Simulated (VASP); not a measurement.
# In2Ga3As5 (an interface model) in VASP: single point with PBEsol

Aim: the single point of In2Ga3As5 (an interface model) with PBEsol.

Everything below comes from runs of VASP 6.6.1. Logs are shortened: lines on timing, memory, paths and dates and some standing lists are left out, and cuts for length are marked.

### 1 The cell of the first run

The cell holds layers of an interface, 20 atoms: a = 4.304 Å, b = 6.087 Å, c = 19.936 Å, α = 90.00°, β = 90.00°, γ = 90.00°.

### 2 Single point, PBEsol, collinear spin

File INCAR:

```
SYSTEM = In2Ga3As5
PREC = Accurate
ENCUT = 400
EDIFF = 1E-6
ISMEAR = -1
SIGMA = 0.05
LREAL = .FALSE.
LASPH = .TRUE.
NELM = 200
ALGO = Normal
ISIF = 2
LWAVE = .FALSE.
LCHARG = .FALSE.
ISPIN = 2
MAGMOM = 0.4 0.4 0.4 0.4 0.4 0.4 0.4 0.4 0.4 0.4 0.4 0.4 0.4 0.4 0.4 0.4 0.4 0.4 0.4 0.4
LORBIT = 11
GGA = PS
NBANDS = 110
NELECT = 174.0
GGA_COMPAT = .FALSE.
```

File KPOINTS:

```
Automatic mesh
0
G
  4 3 1
  0 0 0
```

File POSCAR:

```
In2Ga3As5
1.0
    3.0436690000     -3.0436690000      0.0000000000
    0.0000000000      0.0000000000      6.0873370000
  -14.0965830000    -14.0965830000      0.0000000000
In Ga As
4 6 10
Direct
    0.9855240000      0.9929330000      0.7835440000
    0.0075600000      0.9980520000      0.5677820000
    0.4930540000      0.4969520000      0.6766620000
    0.5044210000      0.4913850000      0.8920570000
    0.9950530000      0.0055920000      0.3758860000
    0.9890280000      0.0055270000      0.9988440000
    0.0132730000      0.0010160000      0.1898320000
    0.4975200000      0.4920190000      0.2863430000
    0.5060000000      0.5019220000      0.4721250000
    0.4991390000      0.4892580000      0.0917620000
    0.0044460000      0.2525360000      0.6740980000
    0.9887250000      0.2568810000      0.2823270000
    0.9818760000      0.2469350000      0.8896140000
    0.0128970000      0.2532750000      0.4712610000
    0.9857270000      0.2433650000      0.0988330000
    0.5180650000      0.7477540000      0.5679750000
    0.4976050000      0.7438410000      0.1917210000
    0.5059580000      0.7453800000      0.7853900000
    0.4897820000      0.7465490000      0.3801790000
    0.4989750000      0.7562460000      0.0008210000
```

Potentials or basis: VASP PAW PBE potentials, release 64 (In_d, Ga_d, As).

Run with:

```
$ cat potpaw_PBE.64/In_d/POTCAR potpaw_PBE.64/Ga_d/POTCAR potpaw_PBE.64/As/POTCAR > POTCAR
$ mpirun -np 1 vasp_std > vasp.out
```

OUTCAR:

```text
SYSTEM = In2Ga3As5
   PREC = Accurate
   ENCUT = 400
   EDIFF = 1E-6
   ISMEAR = -1
   LREAL = .FALSE.
   LASPH = .TRUE.
   NELM = 200
   ISIF = 2
   ISPIN = 2
   LORBIT = 11
   GGA = PS
   NELECT = 174.0

 ion  position               nearest neighbor table
   1  0.986  0.993  0.784-  18 2.56  13 2.62  11 2.70  18 2.70
   2  0.008  0.998  0.568-  14 2.47  16 2.60  11 2.63  16 2.67
   3  0.493  0.497  0.677-  11 2.58  18 2.64  16 2.65  11 2.66
   4  0.504  0.491  0.892-  13 2.54  18 2.63  13 2.70  20 2.70
   5  0.995  0.006  0.376-  12 2.41  14 2.43  19 2.65  19 2.69
   6  0.989  0.006  0.999-  15 2.46  20 2.60  13 2.63  20 2.67
[... 12 lines left out ...]
  19  0.490  0.747  0.380-   9 2.36   8 2.43   5 2.65   5 2.69
  20  0.499  0.756  0.001-  10 2.43   6 2.60   6 2.67   4 2.70

  LATTYP: Found a simple orthorhombic cell.
 ALAT       =     4.3043979792
 B/A-ratio  =     1.4142133301
 C/A-ratio  =     4.6314441551

  Lattice vectors:

 A1 = (   3.0436690000,  -3.0436690000,   0.0000000000)
 A2 = (   0.0000000000,   0.0000000000,   6.0873370000)
 A3 = ( -14.0965830000, -14.0965830000,   0.0000000000)

Analysis of symmetry for initial positions (statically):
=====================================================================
 Subroutine PRICEL returns:
 Original cell was already a primitive cell.

 Routine SETGRP: Setting up the symmetry group for a
 simple orthorhombic supercell.

 Subroutine GETGRP returns: Found  1 space group operations
 (whereof  1 operations were pure point group operations)
 out of a pool of  8 trial point group operations.

The static configuration has the point symmetry C_1 .

Analysis of symmetry for dynamics (positions and initial velocities):
=====================================================================
 Subroutine PRICEL returns:
 Original cell was already a primitive cell.

 Routine SETGRP: Setting up the symmetry group for a
 simple orthorhombic supercell.

 Subroutine GETGRP returns: Found  1 space group operations
 (whereof  1 operations were pure point group operations)
 out of a pool of  8 trial point group operations.

The dynamic configuration has the point symmetry C_1 .

Analysis of structural, dynamic, and magnetic symmetry:
=====================================================================
 Subroutine PRICEL returns:
 Original cell was already a primitive cell.

 Routine SETGRP: Setting up the symmetry group for a
 simple orthorhombic supercell.

 Subroutine GETGRP returns: Found  1 space group operations
 (whereof  1 operations were pure point group operations)
 out of a pool of  8 trial point group operations.

The overall configuration has the point symmetry C_1 .

 Subroutine INISYM returns: Found  1 space group operations
 (whereof  1 operations are pure point group operations),
 and found     1 'primitive' translations

----------------------------------------------------------------------------------------

                                     Primitive cell

  volume of cell :     522.3584

  direct lattice vectors                    reciprocal lattice vectors
     3.043669000 -3.043669000  0.000000000     0.164275419 -0.164275419  0.000000000
     0.000000000  0.000000000  6.087337000     0.000000000  0.000000000  0.164275446
   -14.096583000-14.096583000  0.000000000    -0.035469589 -0.035469589  0.000000000

  length of vectors
     4.304397979  6.087337000 19.935578862     0.232320525  0.164275446  0.050161573

  position of ions in fractional coordinates (direct lattice)
     0.985524000  0.992933000  0.783544000
     0.007560000  0.998052000  0.567782000
     0.493054000  0.496952000  0.676662000
     0.504421000  0.491385000  0.892057000
     0.995053000  0.005592000  0.375886000
     0.989028000  0.005527000  0.998844000
[... 12 lines left out ...]
     0.489782000  0.746549000  0.380179000
     0.498975000  0.756246000  0.000821000

  ion indices of the primitive-cell ions
   primitive index   ion index
                 1           1
                 2           2
                 3           3
                 4           4
                 5           5
                 6           6
[... 51 lines left out ...]
   number of dos      NEDOS =    301   number of ions     NIONS =     20
   total plane-waves  NPLWV = 156800
   dimension x,y,z NGX =    28 NGY =   40 NGZ =  140
   dimension x,y,z NGXF=    56 NGYF=   80 NGZF=  280
   ions per type =               4   6  10
   NGX,Y,Z   is equivalent  to a cutoff of  10.81, 10.92, 11.67 a.u.
   NGXF,Y,Z  is equivalent  to a cutoff of  21.63, 21.85, 23.35 a.u.
 SYSTEM =  In2Ga3As5
   PREC   = accura    normal or accurate (medium, high low for compatibility)
   ISTART =      0    job   : 0-new  1-cont  2-samecut
   ICHARG =      2    charge: 1-file 2-atom 10-const
   ISPIN  =      2    spin polarized calculation?
   LNONCOLLINEAR =      F non collinear calculations
   LSORBIT =      F    spin-orbit coupling
   LASPH  =      T    aspherical Exc in radial PAW
   ENCUT  =  400.0 eV  29.40 Ry    5.42 a.u.   7.02  9.93 32.51*2*pi/ulx,y,z
   NELM   =    200;   NELMIN=  2; NELMDL= -5     # of ELM steps
   EDIFF  = 0.1E-05   stopping-criterion for ELM
   LREAL  =      F    real-space projection
   EDIFFG = 0.1E-04   stopping-criterion for IOM
   NSW    =      0    number of steps for IOM
   IBRION =     -1    ionic relax: 0-MD 1-quasi-New 2-CG
   NFREE  =      0    steps in history (QN), initial steepest desc. (CG)
   ISIF   =      2    stress and relaxation
   ISYM   =      2    0-nonsym 1-usesym 2-fastsym
   POTIM  = 0.5000    time-step for ionic-motion
   TEBEG  =    0.0;   TEEND  =   0.0 temperature during run
   PSTRESS=    0.0 pullay stress
   NELECT =     174.0000    total number of electrons
   NUPDOWN=      -1.0000    fix difference up-down
   EMIN   =  10.00;   EMAX   =-10.00  energy-range for DOS
   EFERMI =   0.00;   METHOD = LEGACY
   ISMEAR =    -1;   SIGMA  =   0.05  broadening in eV -4-tet -1-fermi 0-gaus
   EFERMI_NEDOS =   21; number of points for ismear=-14 and -15
   IALGO  =     38    algorithm
   IMIX   =      4    mixing-type and parameters
     AMIX     =   0.40;   BMIX     =  1.00
     AMIX_MAG =   1.60;   BMIX_MAG =  1.00
  volume/ion in A,a.u.               =      26.12       176.25
  Fermi-wavevector in a.u.,A,eV,Ry     =   1.134841  2.144539 17.522457  1.287864
  Thomas-Fermi vector in A             =   2.271545
   LORBIT       =     11    0 simple, 1 ext, 2 COOP (PROOUT), +10 PAW based schemes
   GGA     = PS    functional components
   LHFCALC =     F    Hartree Fock is set to
   AEXX    =    0.0000 exact exchange contribution
   IVDW    =     0    specifies the selected vdW correction
   LEPSILON=     F    determine dielectric tensor
   LRPA    =     F    only Hartree local field effects (RPA)
 spin polarized calculation
  energy-cutoff  :      400.00
  volume of cell :      522.36
 maximum number of plane-waves:      9508
   NGX = 15   NGY = 19   NGZ = 65

 number of electron     173.9999999 magnetization       0.0048181

 number of electron     173.9999999 magnetization      -0.0000680

 Free energy of the ion-electron system (eV)
  ---------------------------------------------------
  ext. energy  EPLUGINS =         0.00000000
  ---------------------------------------------------
  free energy    TOTEN  =      -103.67979496 eV

  energy without entropy =     -103.55512302  energy(sigma->0) =     -103.61745899

 E-fermi :   2.5467     XC(G=0):  -9.0581

 val. band max:        2.5399561357   @ k =   0.0000   0.0000   0.0000
 cond. band min:       2.5555079198   @ k =   0.2500  -0.3333   0.0000
 fundamental gap:      0.0155517841
 Fermi energy:         2.5466572309

 spin component 1

 k-point     1 :       0.0000    0.0000    0.0000
  band No.  band energies     occupation
      1     -11.4308      1.00000
      2     -11.4111      1.00000
      3     -11.4016      1.00000
      4     -11.3710      1.00000
      5     -11.3462      1.00000
      6     -11.3257      1.00000
[... 703 lines left out ...]
     98       6.0671      0.00000
     99       6.2080      0.00000
 Fermi energy:         2.5466572309

 spin component 2

 k-point     1 :       0.0000    0.0000    0.0000
  band No.  band energies     occupation
      1     -11.4308      1.00000
      2     -11.4111      1.00000
      3     -11.4016      1.00000
      4     -11.3710      1.00000
      5     -11.3462      1.00000
      6     -11.3257      1.00000
[... 703 lines left out ...]
     98       6.0672      0.00000
     99       6.2080      0.00000
 [bands above 99 left out]

------------------------ aborting loop because EDIFF is reached ----------------------------------------

  FORCE on cell =-STRESS in cart. coord.  units (eV):
  Direction    XX          YY          ZZ          XY          YZ          ZX
  --------------------------------------------------------------------------------------
  -------------------------------------------------------------------------------------
  Total      -57.7226679    -57.7058418    -53.6382639      8.2562720      0.9302836      1.3503117
  in kB     -177.0469148   -176.9953059   -164.5192346     25.3236301      2.8533649      4.1416747
  external PRESSURE =    -172.8538184 kB  Pullay stress =       0.0000000 kB

 VOLUME and BASIS-vectors are now :
 -----------------------------------------------------------------------------
  energy-cutoff  :      400.00
  volume of cell :      522.36
      direct lattice vectors                 reciprocal lattice vectors
     3.043669000 -3.043669000  0.000000000     0.164275419 -0.164275419  0.000000000
     0.000000000  0.000000000  6.087337000     0.000000000  0.000000000  0.164275446
   -14.096583000-14.096583000  0.000000000    -0.035469589 -0.035469589  0.000000000

 POSITION                                       TOTAL-FORCE (eV/Angst)
 -----------------------------------------------------------------------------------
     -8.04568    -14.04490      6.04432         0.524169     -0.186415      0.255949
     -7.98078     -8.02680      6.07548        -0.491505     -0.776370     -0.680985
     -8.03793    -11.03932      3.02511         0.122417     -0.207104      0.191352
    -11.03966    -14.11025      2.99123        -0.534496      0.327013      0.333182
     -2.27010     -8.32732      0.03404        -0.113844     -0.081992     -1.050919
    -11.07001    -17.09056      0.03364         0.494951      0.299815     -0.331953
[... 12 lines left out ...]
     -3.86849     -6.84996      4.54450         0.386664      0.309438      1.365719
      1.50714     -1.53029      4.60352        -0.030564      0.280280      0.611766
 -----------------------------------------------------------------------------------
    total drift:                                0.001268     -0.000291      0.001362

  FREE ENERGIE OF THE ION-ELECTRON SYSTEM (eV)
  ---------------------------------------------------
  free  energy   TOTEN  =      -103.6797949616 eV

  energy  without entropy=     -103.5551230247  energy(sigma->0) =     -103.61745899

 total charge

# of ion       s       p       d       tot
------------------------------------------
    1        0.834   0.612   9.867  11.314
    2        0.839   0.673   9.873  11.385
    3        0.833   0.625   9.868  11.325
    4        0.836   0.615   9.867  11.318
    5        0.884   0.618   9.967  11.469
    6        0.883   0.566   9.959  11.407
[... 12 lines left out ...]
   19        1.241   1.384   0.025   2.649
   20        1.245   1.349   0.020   2.614
--------------------------------------------------
tot         21.030  20.146  99.499 140.675

 magnetization (x)

# of ion       s       p       d       tot
------------------------------------------
    1       -0.000   0.000  -0.000   0.000
    2        0.000  -0.000  -0.000  -0.000
    3       -0.000   0.000  -0.000   0.000
    4       -0.000   0.000  -0.000   0.000
    5        0.000  -0.000  -0.000  -0.000
    6        0.000  -0.000  -0.000  -0.000
[... 12 lines left out ...]
   19       -0.000  -0.000  -0.000  -0.000
   20       -0.000  -0.000  -0.000  -0.000
--------------------------------------------------
tot          0.000  -0.000  -0.000  -0.000
```

Run time: 15 min. Hardware: 1 thread of AMD EPYC 9R45 (Zen 5), shared host; peak memory 0.72 GiB.

Results:

```
Free energy                                           : -103.6798 eV
Largest force                                         : 1.805 eV/Å
Net moment                                            : 0.00 μB per cell
Valence electrons inside the program's atomic spheres : In 11.31, 11.38, 11.32 (each value once); Ga 11.47, 11.41, 11.51, 11.50, 11.45 (each value once); As 2.65, 2.67, 2.66, 2.61 (each value once)
```

Forces on the atoms (eV/Å):
```
In   0.524 -0.186  0.256
In  -0.492 -0.776 -0.681
In   0.122 -0.207  0.191
In  -0.534  0.327  0.333
Ga  -0.114 -0.082 -1.051
Ga   0.495  0.300 -0.332
Ga  -0.245 -0.279 -1.457
Ga   0.035  0.147 -0.763
Ga  -0.257 -0.378 -1.161
Ga  -0.266 -0.101 -0.532
As  -0.333 -0.024 -0.302
As  -0.045 -0.177  0.829
As  -0.082 -1.078 -0.665
As   0.475  0.589  1.639
As   0.705  0.527  1.200
As  -0.269  0.081 -0.136
As   0.216  0.254  0.827
As  -0.293  0.474 -0.174
As   0.387  0.309  1.366
As  -0.031  0.280  0.612
```

Caveat: the k points lie up to 0.36 Å⁻¹ apart, too coarse for converged energies and pressures of a metal; the cell carries a net charge on a neutralising background, which shifts energy and pressure; the cell is charged against a uniform background, so pressure and absolute levels hang on convention; the PAW data sets were made with another functional, which shifts forces and pressure a little; spin-orbit coupling is left out, which moves the levels of the heavy elements.
